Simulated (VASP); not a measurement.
A run of VASP 6.6.1 is set up as follows.

The input INCAR:

```
SYSTEM = H
PREC     = Accurate       ! precision mode
ENCUT    = 500            ! plane-wave cutoff, eV
EDIFF    = 1E-6           ! SCF threshold, eV
ISMEAR   = 0              ! smearing method
SIGMA    = 0.05           ! smearing width, eV
LREAL    = .FALSE.        ! projectors in reciprocal space
LASPH    = .TRUE.         ! aspherical terms in the spheres
NELM     = 200            ! most SCF steps
ALGO     = Normal         ! electronic algorithm
ISIF     = 2              ! what is computed and relaxed
LWAVE    = .FALSE.        ! write WAVECAR
LCHARG   = .FALSE.        ! write CHGCAR
ISPIN    = 2              ! spin polarisation
MAGMOM   = -0.9 0.9 0.9 0.9 0.9 0.9 0.9 -0.9 ! initial moments
LORBIT   = 11             ! projections on sites
GGA      = PE             ! functional
NBANDS   = 18             ! bands
GGA_COMPAT= .FALSE.
```

Contents of KPOINTS:

```
Automatic mesh
0
G
  2 2 2
  0 0 0
```

Contents of POSCAR:

```
H
1.0
    7.0000000000      0.0000000000      0.0000000000
    0.0000000000      7.0000000000      0.0000000000
    0.0000000000      0.0000000000      7.0000000000
H
8
Direct
    0.0004930000      0.0019110000      0.0006790000
    0.0018890000      0.9973390000      0.4988940000
    0.9999450000      0.5018760000      0.0015990000
    0.0033060000      0.4988700000      0.5039840000
    0.5002350000      0.0001180000      0.9981400000
    0.5009640000      0.0000580000      0.4959810000
    0.4983170000      0.4998580000      0.9995320000
    0.4978290000      0.4999170000      0.5017570000
```

Potentials or basis: VASP PAW PBE potentials, release 64 (H).

The run is started by

```bash
$ cat potpaw_PBE.64/H/POTCAR > POTCAR
$ mpirun -np 1 vasp_std > vasp.out
```

(1) Predict the band gap on the k mesh.

(2) What does it give for the net moment?

(3) Predict the pressure.

(4) Estimate the site moments.

## Answers

(1) 5.27 eV.

(2) 4.00 μB per cell.

(3) -0.1 GPa.

(4) H -0.38, +0.38 μB.

Caveat: the k points lie up to 0.45 Å⁻¹ apart.
